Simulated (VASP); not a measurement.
# AgCl (I4mm) in VASP: notebook, part 2 of 2

VASP 6.6.1.

## Step 3: Single point, r2SCAN

Contents of POSCAR:

```
AgCl
1.0
    0.0000000000      2.7731500000      2.7731500000
    2.7731500000      0.0000000000      2.7731500000
    2.7731500000      2.7731500000      0.0000000000
Ag Cl
1 1
Direct
    0.4864774715      0.4864774715      0.5135225285
    0.0000000000      0.0000000000      0.0000000000
```

Contents of INCAR.step1:

```
PREC     = Accurate       # precision mode
ENCUT    = 520            # plane-wave cutoff, eV
ISMEAR   = 0              # smearing method
SIGMA    = 0.05           # smearing width, eV
LREAL    = False          # projectors in reciprocal space
LASPH    = True           # aspherical terms in the spheres
NELM     = 80             # most SCF steps
NBANDS   = 16             # bands
GGA      = PE             # functional
ALGO     = Normal         # electronic algorithm
EDIFF    = 1E-4           # SCF threshold, eV
LWAVE    = True           # write WAVECAR
LCHARG   = False          # write CHGCAR
```

Contents of INCAR.step2:

```
PREC     = Accurate       # precision mode
ENCUT    = 520            # plane-wave cutoff, eV
EDIFF    = 1E-6           # SCF threshold, eV
ISMEAR   = 0              # smearing method
SIGMA    = 0.05           # smearing width, eV
LREAL    = False          # projectors in reciprocal space
LASPH    = True           # aspherical terms in the spheres
NELM     = 80             # most SCF steps
ALGO     = Normal         # electronic algorithm
ISIF     = 2              # what is computed and relaxed
LWAVE    = False          # write WAVECAR
LCHARG   = False          # write CHGCAR
METAGGA  = R2SCAN         # meta-GGA
LMIXTAU  = True         
NBANDS   = 16             # bands
ISTART   = 1
```

Contents of KPOINTS:

```
Automatic mesh
0
Gamma
  8 8 8
```

Potentials or basis: VASP PAW PBE potentials, release 64 (Ag, Cl).

On the command line:

```bash
cat potpaw_PBE.64/Ag/POTCAR potpaw_PBE.64/Cl/POTCAR > POTCAR
cp INCAR.step1 INCAR
mpirun -np 1 vasp_std > vasp.out
cp INCAR.step2 INCAR
mpirun -np 1 vasp_std > vasp.out
```

OUTCAR:

```text
PREC = Accurate
   ENCUT = 520
   EDIFF = 1E-6
   ISMEAR = 0
   LREAL = False
   LASPH = True
   NELM = 80
   ISIF = 2
   METAGGA = R2SCAN
   ISTART = 1

 ion  position               nearest neighbor table
   1  0.486  0.486  0.514-   2 2.70   2 2.77   2 2.77   2 2.77   2 2.77   2 2.85
   2  0.000  0.000  0.000-   1 2.70   1 2.77   1 2.77   1 2.77   1 2.77   1 2.85

  LATTYP: Found a face centered cubic cell.
 ALAT       =     5.5463000000

  Lattice vectors:

 A1 = (   0.0000000000,   2.7731500000,   2.7731500000)
 A2 = (   2.7731500000,   0.0000000000,   2.7731500000)
 A3 = (   2.7731500000,   2.7731500000,   0.0000000000)

Analysis of symmetry for initial positions (statically):
=====================================================================
 Subroutine PRICEL returns:
 Original cell was already a primitive cell.

 Routine SETGRP: Setting up the symmetry group for a
 face centered cubic supercell.

 Subroutine GETGRP returns: Found  8 space group operations
 (whereof  8 operations were pure point group operations)
 out of a pool of 48 trial point group operations.

The static configuration has the point symmetry C_4v.

Analysis of symmetry for dynamics (positions and initial velocities):
=====================================================================
 Subroutine PRICEL returns:
 Original cell was already a primitive cell.

 Routine SETGRP: Setting up the symmetry group for a
 face centered cubic supercell.

 Subroutine GETGRP returns: Found  8 space group operations
 (whereof  8 operations were pure point group operations)
 out of a pool of 48 trial point group operations.

The dynamic configuration has the point symmetry C_4v.

 Subroutine INISYM returns: Found  8 space group operations
 (whereof  8 operations are pure point group operations),
 and found     1 'primitive' translations

----------------------------------------------------------------------------------------

                                     Primitive cell

  volume of cell :      42.6530

  direct lattice vectors                    reciprocal lattice vectors
     0.000000000  2.773150000  2.773150000    -0.180300380  0.180300380  0.180300380
     2.773150000  0.000000000  2.773150000     0.180300380 -0.180300380  0.180300380
     2.773150000  2.773150000  0.000000000     0.180300380  0.180300380 -0.180300380

  length of vectors
     3.921826340  3.921826340  3.921826340     0.312289420  0.312289420  0.312289420

  position of ions in fractional coordinates (direct lattice)
     0.486477472  0.486477472  0.513522528
     0.000000000  0.000000000  0.000000000

  ion indices of the primitive-cell ions
   primitive index   ion index
                 1           1
                 2           2

----------------------------------------------------------------------------------------

 KPOINTS: Automatic mesh

Automatic generation of k-mesh.
 Grid dimensions read from file:
 generate k-points for:    8    8    8

 Generating k-lattice:

  Cartesian coordinates                     Fractional coordinates (reciprocal lattice)
    -0.022537548  0.022537548  0.022537548     0.125000000  0.000000000  0.000000000
     0.022537548 -0.022537548  0.022537548     0.000000000  0.125000000  0.000000000
     0.022537548  0.022537548 -0.022537548     0.000000000  0.000000000  0.125000000

  Length of vectors
     0.039036177  0.039036177  0.039036177

  Shift w.r.t. Gamma in fractional coordinates (k-lattice)
     0.000000000  0.000000000  0.000000000

 Subroutine IBZKPT returns following result:
 ===========================================

 Found     59 irreducible k-points:

 Following reciprocal coordinates:
            Coordinates               Weight
  0.000000  0.000000  0.000000      1.000000
  0.125000  0.000000  0.000000      8.000000
  0.250000  0.000000  0.000000      8.000000
  0.375000  0.000000  0.000000      8.000000
  0.500000  0.000000  0.000000      4.000000
  0.125000  0.125000  0.000000      2.000000
[... 16 lines left out ...]
  0.000000  0.375000  0.250000     16.000000
  0.500000  0.250000  0.000000      8.000000
 [... further k-points ...]
   k-points           NKPTS =     59   k-points in BZ     NKDIM =     59   number of bands    NBANDS=     16
   number of dos      NEDOS =    301   number of ions     NIONS =      2
   total plane-waves  NPLWV =  27000
   dimension x,y,z NGX =    30 NGY =   30 NGZ =   30
   dimension x,y,z NGXF=    60 NGYF=   60 NGZF=   60
   ions per type =               1   1
   NGX,Y,Z   is equivalent  to a cutoff of  12.72, 12.72, 12.72 a.u.
   NGXF,Y,Z  is equivalent  to a cutoff of  25.43, 25.43, 25.43 a.u.
 SYSTEM =  unknown system
   PREC   = accura    normal or accurate (medium, high low for compatibility)
   ISTART =      1    job   : 0-new  1-cont  2-samecut
   ICHARG =      0    charge: 1-file 2-atom 10-const
   ISPIN  =      1    spin polarized calculation?
   LNONCOLLINEAR =      F non collinear calculations
   LSORBIT =      F    spin-orbit coupling
   LASPH  =      T    aspherical Exc in radial PAW
   ENCUT  =  520.0 eV  38.22 Ry    6.18 a.u.   7.29  7.29  7.29*2*pi/ulx,y,z
   NELM   =     80;   NELMIN=  2; NELMDL=  0     # of ELM steps
   EDIFF  = 0.1E-05   stopping-criterion for ELM
   LREAL  =      F    real-space projection
   EDIFFG = 0.1E-04   stopping-criterion for IOM
   NSW    =      0    number of steps for IOM
   IBRION =     -1    ionic relax: 0-MD 1-quasi-New 2-CG
   NFREE  =      0    steps in history (QN), initial steepest desc. (CG)
   ISIF   =      2    stress and relaxation
   ISYM   =      2    0-nonsym 1-usesym 2-fastsym
   POTIM  = 0.5000    time-step for ionic-motion
   TEBEG  =    0.0;   TEEND  =   0.0 temperature during run
   PSTRESS=    0.0 pullay stress
   NELECT =      18.0000    total number of electrons
   NUPDOWN=      -1.0000    fix difference up-down
   EMIN   =  10.00;   EMAX   =-10.00  energy-range for DOS
   EFERMI =   0.00;   METHOD = LEGACY
   ISMEAR =     0;   SIGMA  =   0.05  broadening in eV -4-tet -1-fermi 0-gaus
   EFERMI_NEDOS =   21; number of points for ismear=-14 and -15
   IALGO  =     38    algorithm
   IMIX   =      4    mixing-type and parameters
     AMIX     =   0.40;   BMIX     =  1.00
     AMIX_MAG =   1.60;   BMIX_MAG =  1.00
  volume/ion in A,a.u.               =      21.33       143.92
  Fermi-wavevector in a.u.,A,eV,Ry     =   1.227955  2.320498 20.515850  1.507872
  Thomas-Fermi vector in A             =   2.362898
   LORBIT       =      0    0 simple, 1 ext, 2 COOP (PROOUT), +10 PAW based schemes
   METAGGA = R2SCAN    functional components
   LHFCALC =     F    Hartree Fock is set to
   AEXX    =    0.0000 exact exchange contribution
   IVDW    =     0    specifies the selected vdW correction
   LEPSILON=     F    determine dielectric tensor
   LRPA    =     F    only Hartree local field effects (RPA)
 non-spin polarized calculation
 Gauss-broadening in eV      SIGMA  =   0.05
  energy-cutoff  :      520.00
  volume of cell :       42.65
 maximum number of plane-waves:      1174
 NGX is ok and might be reduce to    30
   NGX = 15   NGY = 15   NGZ = 15

 number of electron      18.0000002 magnetization

 Free energy of the ion-electron system (eV)
  ---------------------------------------------------
  ext. energy  EPLUGINS =         0.00000000
  ---------------------------------------------------
  free energy    TOTEN  =       -28.63954866 eV

  energy without entropy =      -28.63954866  energy(sigma->0) =      -28.63954866

 E-fermi :   3.7738     XC(G=0): -10.5072

 val. band max:        3.5321823971   @ k =   0.5000   0.0000   0.0000
 cond. band min:       4.9608978836   @ k =   0.0000   0.0000   0.0000
 fundamental gap:      1.4287154865
 Fermi energy:         3.7738221275

 k-point     1 :       0.0000    0.0000    0.0000
  band No.  band energies     occupation
      1     -12.2799      2.00000
      2       0.8267      2.00000
      3       0.9351      2.00000
      4       0.9351      2.00000
      5       1.1047      2.00000
      6       1.1558      2.00000
[... 8 lines left out ...]
     15      17.5811      0.00000
     16      17.7706      0.00000
[... 419 lines left out ...]
 k-point    24 :       0.5000    0.2500    0.0000
  band No.  band energies     occupation
      1     -11.8373      2.00000
      2      -1.2112      2.00000
      3      -0.6014      2.00000
      4      -0.3675      2.00000
      5       1.2347      2.00000
      6       1.5119      2.00000
[... 8 lines left out ...]
     15      18.5195      0.00000
     16      19.5177      0.00000

 [... further k-points ...]
[... 5 lines left out ...]
  --------------------------------------------------------------------------------------
  -------------------------------------------------------------------------------------
  Total       -0.0293252     -0.0293252      0.0457347      0.0000000      0.0000000      0.0000000
  in kB       -1.1015414     -1.1015414      1.7179325      0.0000000      0.0000000      0.0000000
  external PRESSURE =      -0.1617168 kB  Pullay stress =       0.0000000 kB

 VOLUME and BASIS-vectors are now :
 -----------------------------------------------------------------------------
  energy-cutoff  :      520.00
  volume of cell :       42.65
      direct lattice vectors                 reciprocal lattice vectors
     0.000000000  2.773150000  2.773150000    -0.180300380  0.180300380  0.180300380
     2.773150000  0.000000000  2.773150000     0.180300380 -0.180300380  0.180300380
     2.773150000  2.773150000  0.000000000     0.180300380  0.180300380 -0.180300380

 POSITION                                       TOTAL-FORCE (eV/Angst)
 -----------------------------------------------------------------------------------
      2.77315      2.77315      2.69815         0.000000      0.000000      0.099888
      0.00000      0.00000      0.00000         0.000000      0.000000     -0.099888
 -----------------------------------------------------------------------------------
    total drift:                               -0.000003     -0.000003      0.000636

  FREE ENERGIE OF THE ION-ELECTRON SYSTEM (eV)
  ---------------------------------------------------
  free  energy   TOTEN  =       -28.6395486582 eV

  energy  without entropy=      -28.6395486582  energy(sigma->0) =      -28.63954866
```

It took 72 s on 1 thread of AMD EPYC 9R45 (Zen 5), shared host; peak memory 0.17 GiB.

What came out:

| Item | Value |
| --- | --- |
| Free energy | -28.6395 eV |
| Pressure | 0.0 GPa |
| Largest force | 0.100 eV/Å |
| Band gap on the k mesh | 1.43 eV (least direct gap 3.54 eV) |

Forces in eV/Å, atoms in the order of the input:
```
Ag   0.000  0.000  0.100
Cl   0.000  0.000 -0.100
```

Caveat: the cell differs from its parent crystal (all Ag atoms moved +0.075 Å, as atom 1 towards its neighbour atom 2 (Cl) at 2.773 Å); the PAW data sets were made with another functional, which shifts forces and pressure a little.

## Step 4: Single point, r2SCAN

POSCAR, as its differences from that of step 3:

```diff
@@ -8,3 +8,3 @@
 Direct
-    0.4864774715      0.4864774715      0.5135225285
+    0.5090150190      0.5090150190      0.4909849810
     0.0000000000      0.0000000000      0.0000000000
```

Contents of INCAR.step1:

```
SYSTEM = AgCl
ALGO = Normal
EDIFF = 1E-4
ENCUT = 520
GGA = PE
ISMEAR = 0
LASPH = .TRUE.
LCHARG = .FALSE.
LREAL = .FALSE.
LWAVE = .TRUE.
NBANDS = 16
NELM = 60
PREC = Accurate
SIGMA = 0.05
```

Contents of INCAR.step2:

```
SYSTEM = AgCl
ALGO = Normal
EDIFF = 1E-7
ENCUT = 520
ISIF = 2
ISMEAR = 0
ISTART = 1
LASPH = .TRUE.
LCHARG = .FALSE.
LMIXTAU = .TRUE.
LREAL = .FALSE.
LWAVE = .FALSE.
METAGGA = R2SCAN
NBANDS = 16
NELM = 60
PREC = Accurate
SIGMA = 0.05
```

Contents of KPOINTS:

```
k-points
0
G
  8 8 8
  0 0 0
```

On the command line:

```bash
cat potpaw_PBE.64/Ag/POTCAR potpaw_PBE.64/Cl/POTCAR > POTCAR
cp INCAR.step1 INCAR
mpirun -np 1 vasp_std > vasp.out
cp INCAR.step2 INCAR
mpirun -np 1 vasp_std > vasp.out
```

Run time: 84 s. Hardware: 1 thread of AMD EPYC 9R45 (Zen 5), shared host; peak memory 0.17 GiB.

It converged, with:

```
Free energy            : -28.6416 eV
Pressure               : -0.1 GPa
Largest force          : 0.065 eV/Å
Band gap on the k mesh : 1.43 eV (least direct gap 3.64 eV)
```

Forces on the atoms (eV/Å):
```
Ag   0.000  0.000 -0.065
Cl   0.000  0.000  0.065
```

Stress tensor (GPa, compression positive):
```
-0.11  0.00  0.00
 0.00 -0.11  0.00
 0.00  0.00  0.02
```

Levels at points of the mesh, in eV from the valence-band top:
| k point | band 6 | band 7 | band 8 | band 9 | band 10 | band 11 | band 12 | band 13 |
| --- | --- | --- | --- | --- | --- | --- | --- | --- |
| (0.00, 0.00, 0.00) | -2.38 | -2.33 | -2.33 | -2.21 | 1.43 | 11.33 | 11.33 | 11.33 |
| (0.50, 0.00, 0.00) | -2.07 | -1.75 | 0.00 | 0.00 | 4.71 | 7.16 | 8.28 | 8.28 |
| (0.50, 0.50, 0.00) | -2.19 | -1.95 | -1.95 | -1.84 | 2.93 | 8.35 | 9.25 | 12.35 |
| (0.00, 0.50, 0.50) | -2.18 | -1.95 | -1.95 | -1.84 | 2.93 | 8.34 | 9.24 | 12.35 |

Caveat: the cell differs from its parent crystal (all Ag atoms moved -0.050 Å, as atom 1 towards its neighbour atom 2 (Cl) at 2.773 Å); the PAW data sets were made with another functional, which shifts forces and pressure a little.

## Step 5: Single point, r2SCAN

POSCAR, as its differences from that of step 4:

```diff
@@ -8,3 +8,3 @@
 Direct
-    0.5090150190      0.5090150190      0.4909849810
+    0.4954924905      0.4954924905      0.5045075095
     0.0000000000      0.0000000000      0.0000000000
```

Contents of INCAR.step1:

```
ALGO = Normal
EDIFF = 1E-4
ENCUT = 520
GGA = PE
ISMEAR = 0
LASPH = True
LCHARG = False
LREAL = False
LWAVE = True
NBANDS = 16
NELM = 80
PREC = Accurate
SIGMA = 0.05
```

Contents of INCAR.step2:

```
ALGO = Normal
EDIFF = 1E-6
ENCUT = 520
ISIF = 2
ISMEAR = 0
ISTART = 1
LASPH = True
LCHARG = False
LMIXTAU = True
LREAL = False
LWAVE = False
METAGGA = R2SCAN
NBANDS = 16
NELM = 80
PREC = Accurate
SIGMA = 0.05
```

Contents of KPOINTS:

```
k-points
0
Gamma
  8 8 8
```

On the command line:

```bash
cat potpaw_PBE.64/Ag/POTCAR potpaw_PBE.64/Cl/POTCAR > POTCAR
cp INCAR.step1 INCAR
mpirun -np 1 vasp_std > vasp.out
cp INCAR.step2 INCAR
mpirun -np 1 vasp_std > vasp.out
```

It took 72 s on 1 thread of AMD EPYC 9R45 (Zen 5), shared host; peak memory 0.17 GiB.

Results (log left out):

| Property | Result |
| --- | --- |
| Free energy | -28.6428 eV |
| Pressure | -0.1 GPa |
| Largest force | 0.032 eV/Å |
| Band gap on the k mesh | 1.42 eV (least direct gap 3.69 eV) |

Forces in eV/Å, atoms in the order of the input:
```
Ag   0.000  0.000  0.032
Cl   0.000  0.000 -0.032
```

Levels at points of the mesh, in eV from the valence-band top:
```tsv
k point	band 7	band 8	band 9	band 10	band 11	band 12
(0.00, 0.00, 0.00)	-2.38	-2.38	-2.31	1.42	11.34	11.34
(0.50, 0.00, 0.00)	-1.75	0.00	0.00	4.71	7.16	8.27
(0.50, 0.50, 0.00)	-1.95	-1.95	-1.84	2.93	8.35	9.24
(0.00, 0.50, 0.50)	-1.95	-1.95	-1.84	2.93	8.34	9.24
```

Caveat: the cell differs from its parent crystal (all Ag atoms moved +0.025 Å, as atom 1 towards its neighbour atom 2 (Cl) at 2.773 Å); the PAW data sets were made with another functional, which shifts forces and pressure a little.

## Step 6: Single point, r2SCAN

POSCAR, as its differences from that of step 5:

```diff
@@ -8,3 +8,3 @@
 Direct
-    0.4954924905      0.4954924905      0.5045075095
+    0.4842237167      0.4842237167      0.5157762833
     0.0000000000      0.0000000000      0.0000000000
```

INCAR.step1 is that of step 5.

INCAR.step2 is that of step 5.

KPOINTS is that of step 5.

Potentials or basis: VASP PAW PBE potentials, release 64 (Ag, Cl).

On the command line:

```bash
cat potpaw_PBE.64/Ag/POTCAR potpaw_PBE.64/Cl/POTCAR > POTCAR
cp INCAR.step1 INCAR
mpirun -np 1 vasp_std > vasp.out
cp INCAR.step2 INCAR
mpirun -np 1 vasp_std > vasp.out
```

It took 55 s on 1 thread of AMD EPYC 9R45 (Zen 5), shared host; peak memory 0.17 GiB.

Results (log left out):

| Quantity | Value |
| --- | --- |
| Free energy | -28.6382 eV |
| Pressure | 0.0 GPa |
| Largest force | 0.118 eV/Å |
| Band gap on the k mesh | 1.43 eV (least direct gap 3.50 eV) |

Forces on the atoms (eV/Å):
```
Ag   0.000  0.000  0.118
Cl   0.000  0.000 -0.118
```

Stress tensor (GPa, compression positive):
```
-0.09  0.00  0.00
 0.00 -0.09  0.00
 0.00  0.00  0.30
```

Levels at points of the mesh, in eV from the valence-band top:
```tsv
k point	band 6	band 7	band 8	band 9	band 10	band 11	band 12	band 13
(0.00, 0.00, 0.00)	-2.38	-2.24	-2.24	-2.06	1.43	11.31	11.31	11.31
(0.50, 0.00, 0.00)	-2.07	-1.75	0.00	0.00	4.72	7.16	8.28	8.30
(0.50, 0.50, 0.00)	-2.19	-1.95	-1.95	-1.84	2.94	8.35	9.27	12.35
(0.00, 0.50, 0.50)	-2.13	-1.95	-1.95	-1.84	2.94	8.32	9.25	12.37
```

Caveat: the cell differs from its parent crystal (all Ag atoms moved +0.087 Å, as atom 1 towards its neighbour atom 2 (Cl) at 2.773 Å); the PAW data sets were made with another functional, which shifts forces and pressure a little. A k mesh can miss the band edges.

## Step 7: The runs side by side

| cell | gap on the mesh (eV) | pressure (GPa) | largest force (eV/Å) |
| --- | --- | --- | --- |
| as given, atomic positions A | 1.43 | 0.1 | 0.14 |
| as given, atomic positions B | 1.43 | 0.0 | 0.10 |
| as given, atomic positions C | 1.43 | -0.1 | 0.07 |
| as given, atomic positions D | 1.42 | -0.1 | 0.03 |
| as given, atomic positions E | 1.43 | 0.0 | 0.12 |

Alike in all rows: task single point; level r2SCAN; potentials or basis VASP PAW PBE potentials, release 64 (Ag, Cl); no spin polarisation; k mesh 8 × 8 × 8; cutoff (eV) 520; smearing gaussian 0.05 eV.

Caveats: the PAW data sets were made with another functional, which shifts forces and pressure a little.

Absolute energies hang on the potentials; compare differences alone.
